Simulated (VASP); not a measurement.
# O (Fd-3m) in VASP: vibrations by perturbation theory with LDA

Aim: the vibrations by perturbation theory of O with LDA.

Everything below comes from runs of VASP 6.6.1. Logs are shortened: lines on timing, memory, paths and dates and some standing lists are left out, and cuts for length are marked.

## Step 1: The cell of the first run

Symmetry: Fd-3m, No. 227, cubic system. Conventional cell: a = 4.342 Å, b = 4.342 Å, c = 4.342 Å, α = 90.00°, β = 90.00°, γ = 90.00°. Within 2.5 Å of O (site symmetry -43m) lie 4 O at 1.88 Å.

## Step 2: Vibrations by perturbation theory, LDA

INCAR

```
SYSTEM = O
PREC     = Accurate       ! precision mode
ENCUT    = 520            ! plane-wave cutoff, eV
EDIFF    = 1E-8           ! SCF threshold, eV
ISMEAR   = -1             ! smearing method
SIGMA    = 0.05           ! smearing width, eV
LREAL    = .False.        ! projectors in reciprocal space
LASPH    = .True.         ! aspherical terms in the spheres
NELM     = 80             ! most SCF steps
ALGO     = Normal         ! electronic algorithm
ISIF     = 2              ! what is computed and relaxed
LWAVE    = .False.        ! write WAVECAR
LCHARG   = .False.        ! write CHGCAR
GGA      = CA             ! functional
IBRION   = 8              ! ionic algorithm
NSW      = 1              ! ionic steps
```

KPOINTS

```
Automatic mesh
0
Gamma
  8 8 8
  0 0 0
```

POSCAR

```
O
1.0
    0.0000000000      2.1708564400      2.1708564400
    2.1708564400      0.0000000000      2.1708564400
    2.1708564400      2.1708564400      0.0000000000
O
2
Direct
    0.2500000000      0.2500000000      0.2500000000
    0.0000000000      0.0000000000      0.0000000000
```

Potentials or basis: VASP PAW LDA potentials, release 64 (O).

The run is started by

```
cat potpaw_LDA.64/O/POTCAR > POTCAR
mpirun -np 1 vasp_std > vasp.out
```

OUTCAR:

```text
SYSTEM = O
   PREC = Accurate
   ENCUT = 520
   EDIFF = 1E-8
   ISMEAR = -1
   LREAL = .False.
   LASPH = .True.
   NELM = 80
   ISIF = 2
   GGA = CA
   IBRION = 8
   NSW = 1

 ion  position               nearest neighbor table
   1  0.250  0.250  0.250-   2 1.88   2 1.88   2 1.88   2 1.88
   2  0.000  0.000  0.000-   1 1.88   1 1.88   1 1.88   1 1.88

  LATTYP: Found a face centered cubic cell.
 ALAT       =     4.3417128800

  Lattice vectors:

 A1 = (   0.0000000000,   2.1708564400,   2.1708564400)
 A2 = (   2.1708564400,   0.0000000000,   2.1708564400)
 A3 = (   2.1708564400,   2.1708564400,   0.0000000000)

Analysis of symmetry for initial positions (statically):
=====================================================================
 Subroutine PRICEL returns:
 Original cell was already a primitive cell.

 Routine SETGRP: Setting up the symmetry group for a
 face centered cubic supercell.

 Subroutine GETGRP returns: Found 48 space group operations
 (whereof 24 operations were pure point group operations)
 out of a pool of 48 trial point group operations.

The static configuration has the point symmetry T_d .
 The point group associated with its full space group is O_h .

Analysis of symmetry for dynamics (positions and initial velocities):
=====================================================================
 Subroutine PRICEL returns:
 Original cell was already a primitive cell.

 Routine SETGRP: Setting up the symmetry group for a
 face centered cubic supercell.

 Subroutine GETGRP returns: Found 48 space group operations
 (whereof 24 operations were pure point group operations)
 out of a pool of 48 trial point group operations.

The dynamic configuration has the point symmetry T_d .
 The point group associated with its full space group is O_h .

 Subroutine INISYM returns: Found 48 space group operations
 (whereof 24 operations are pure point group operations),
 and found     1 'primitive' translations

----------------------------------------------------------------------------------------

                                     Primitive cell

  volume of cell :      20.4608

  direct lattice vectors                    reciprocal lattice vectors
     0.000000000  2.170856440  2.170856440    -0.230323844  0.230323844  0.230323844
     2.170856440  0.000000000  2.170856440     0.230323844 -0.230323844  0.230323844
     2.170856440  2.170856440  0.000000000     0.230323844  0.230323844 -0.230323844

  length of vectors
     3.070054619  3.070054619  3.070054619     0.398932600  0.398932600  0.398932600

  position of ions in fractional coordinates (direct lattice)
     0.250000000  0.250000000  0.250000000
     0.000000000  0.000000000  0.000000000

  ion indices of the primitive-cell ions
   primitive index   ion index
                 1           1
                 2           2

----------------------------------------------------------------------------------------

 KPOINTS: Automatic mesh

Automatic generation of k-mesh.
 Grid dimensions read from file:
 generate k-points for:    8    8    8

 Generating k-lattice:

  Cartesian coordinates                     Fractional coordinates (reciprocal lattice)
    -0.028790480  0.028790480  0.028790480     0.125000000  0.000000000  0.000000000
     0.028790480 -0.028790480  0.028790480     0.000000000  0.125000000  0.000000000
     0.028790480  0.028790480 -0.028790480     0.000000000  0.000000000  0.125000000

  Length of vectors
     0.049866575  0.049866575  0.049866575

[... 88 lines left out ...]
   NGX = 11   NGY = 11   NGZ = 11

--------------------------------------- Ionic step        1  -------------------------------------------

 number of electron      11.9999993 magnetization

 Free energy of the ion-electron system (eV)
  ---------------------------------------------------
  ext. energy  EPLUGINS =         0.00000000
  ---------------------------------------------------
  free energy    TOTEN  =        -7.53550201 eV

  energy without entropy =       -7.52425572  energy(sigma->0) =       -7.52987886

 E-fermi :   0.6150     XC(G=0): -10.8736

 val. band max:        0.5383422369   @ k =   0.2500   0.0000   0.0000
 cond. band min:       0.6591146648   @ k =  -0.2500   0.1250   0.0000
 fundamental gap:      0.1207724278
 Fermi energy:         0.6150398125

 k-point     1 :       0.0000    0.0000    0.0000
  band No.  band energies     occupation
      1     -20.9682      2.00000
      2     -12.3580      2.00000
      3      -3.3716      2.00000
      4      -3.3716      2.00000
      5      -3.3716      2.00000
      6      -0.1177      2.00000
      7      -0.1177      2.00000
      8      -0.1177      2.00000
      9      10.0721      0.00000
     10      23.9734      0.00000
[... 287 lines left out ...]
 k-point    24 :      -0.3750    0.2500    0.1250
  band No.  band energies     occupation
      1     -18.5926      2.00000
      2     -15.9315      2.00000
      3      -6.0424      2.00000
      4      -4.8778      2.00000
      5      -2.4568      2.00000
      6       0.3459      1.99085
      7       1.5546      0.00000
      8       2.0354      0.00000
      9      13.3193      0.00000
     10      15.1331      0.00000

 [... further k-points ...]

------------------------ aborting loop because EDIFF is reached ----------------------------------------

  FORCE on cell =-STRESS in cart. coord.  units (eV):
  Direction    XX          YY          ZZ          XY          YZ          ZX
  --------------------------------------------------------------------------------------
  -------------------------------------------------------------------------------------
  Total       -0.6212402     -0.6212402     -0.6212402      0.0000000      0.0000000     -0.0000000
  in kB      -48.6459649    -48.6459649    -48.6459649      0.0000000      0.0000000     -0.0000000
  external PRESSURE =     -48.6459649 kB  Pullay stress =       0.0000000 kB

 VOLUME and BASIS-vectors are now :
 -----------------------------------------------------------------------------
  energy-cutoff  :      520.00
  volume of cell :       20.46
      direct lattice vectors                 reciprocal lattice vectors
     0.000000000  2.170856440  2.170856440    -0.230323844  0.230323844  0.230323844
     2.170856440  0.000000000  2.170856440     0.230323844 -0.230323844  0.230323844
     2.170856440  2.170856440  0.000000000     0.230323844  0.230323844 -0.230323844

 POSITION                                       TOTAL-FORCE (eV/Angst)
 -----------------------------------------------------------------------------------
      1.08543      1.08543      1.08543        -0.000000     -0.000000     -0.000000
      0.00000      0.00000      0.00000         0.000000      0.000000      0.000000
 -----------------------------------------------------------------------------------
    total drift:                               -0.000000      0.000000      0.000000

  FREE ENERGIE OF THE ION-ELECTRON SYSTEM (eV)
  ---------------------------------------------------
  free  energy   TOTEN  =        -7.5355020098 eV

  energy  without entropy=       -7.5242557170  energy(sigma->0) =       -7.52987886

[... ionic steps 2 to 3 ...]

--------------------------------------- Ionic step        4  -------------------------------------------

 Free energy of the ion-electron system (eV)
  ---------------------------------------------------
  ---------------------------------------------------
  free energy    TOTEN  =        -0.34764916 eV

  energy without entropy =       -0.34764916

------------------------ aborting loop because EDIFF is reached ----------------------------------------

 INTERNAL STRAIN TENSOR  FOR ION    1  DIRECTION 1   (eV/Angst):
 -----------------------------------------------------------------------------
    -0.03688  0.00000  0.00000
     0.00000  0.01892 23.07667
     0.00000 23.07667  0.01892

 INTERNAL STRAIN TENSOR FOR ION    2 for displacements in x,y,z  (eV/Angst):
          X           Y           Z          XY          YZ          ZX
  --------------------------------------------------------------------------------
  x     0.00000    -0.00000    -0.00000    -0.00000   -23.07667     0.00000
  y     0.00000     0.00000     0.00000    -0.00000    -0.00000   -23.07667
  z    -0.00000    -0.00000     0.00000   -23.07667     0.00000    -0.00000

 SECOND DERIVATIVES (NOT SYMMETRIZED)
 ------------------------------------
               1X          1Y          1Z          2X          2Y          2Z
  1X    25.249312    0.000000    0.000000  -25.249312    0.000000    0.000000
  1Y     0.000000   25.249312    0.000000    0.000000  -25.249312    0.000000
  1Z     0.000000    0.000000   25.249312    0.000000    0.000000  -25.249312
  2X   -25.249312    0.000000    0.000000   25.249312    0.000000    0.000000
  2Y     0.000000  -25.249312    0.000000    0.000000   25.249312    0.000000
  2Z     0.000000    0.000000  -25.249312    0.000000    0.000000   25.249312

 Eigenvectors and eigenvalues of the dynamical matrix
 ----------------------------------------------------

   1 f  =    0.000000 THz     0.000001 2PiTHz    0.000007 cm-1     0.000001 meV
             X         Y         Z           dx          dy          dz
      1.085428  1.085428  1.085428     0.000000    0.500000   -0.500000
      0.000000  0.000000  0.000000     0.000000    0.500000   -0.500000

   2 f  =    0.000000 THz     0.000000 2PiTHz    0.000000 cm-1     0.000000 meV
             X         Y         Z           dx          dy          dz
      1.085428  1.085428  1.085428    -0.707107    0.000000    0.000000
      0.000000  0.000000  0.000000    -0.707107    0.000000    0.000000

   3 f/i=    0.000000 THz     0.000001 2PiTHz    0.000007 cm-1     0.000001 meV
             X         Y         Z           dx          dy          dz
      1.085428  1.085428  1.085428     0.000000    0.500000    0.500000
      0.000000  0.000000  0.000000     0.000000    0.500000    0.500000
[... 11 lines left out ...]
   6 f/i=   27.773493 THz   174.506003 2PiTHz  926.424005 cm-1   114.861886 meV
             X         Y         Z           dx          dy          dz
      1.085428  1.085428  1.085428     0.000000    0.615308   -0.348419
      0.000000  0.000000  0.000000     0.000000   -0.615308    0.348419

--------------------------------------------------------------------------------------------------------

 ELASTIC MODULI CONTR FROM IONIC RELAXATION (kBar)
 Direction    XX          YY          ZZ          XY          YZ          ZX
 --------------------------------------------------------------------------------
 XX           0.0000      0.0000      0.0000      0.0000      0.0000      0.0000
 YY           0.0000      0.0000      0.0000      0.0000      0.0000      0.0000
 ZZ           0.0000      0.0000      0.0000      0.0000      0.0000      0.0000
 XY           0.0000      0.0000      0.0000      0.0000      0.0000      0.0000
 YZ           0.0000      0.0000      0.0000      0.0000      0.0000      0.0000
 ZX           0.0000      0.0000      0.0000      0.0000      0.0000      0.0000
 --------------------------------------------------------------------------------
```

Run time: 13 s. Hardware: 1 thread of Intel Xeon Platinum 8488C (Sapphire Rapids), shared host; peak memory 0.15 GiB.

What came out:

- Highest phonon frequency at Γ: 0 cm⁻¹
- Most unstable mode: 926i cm⁻¹

Phonon frequencies in cm⁻¹ (negative: imaginary):
```csv
q point,frequencies
"(0.000, 0.000, 0.000)",-926 -926 -926 0 0 0
```

Caveat: the cell wasn't relaxed at this level first, which shifts response properties; some modes are imaginary.
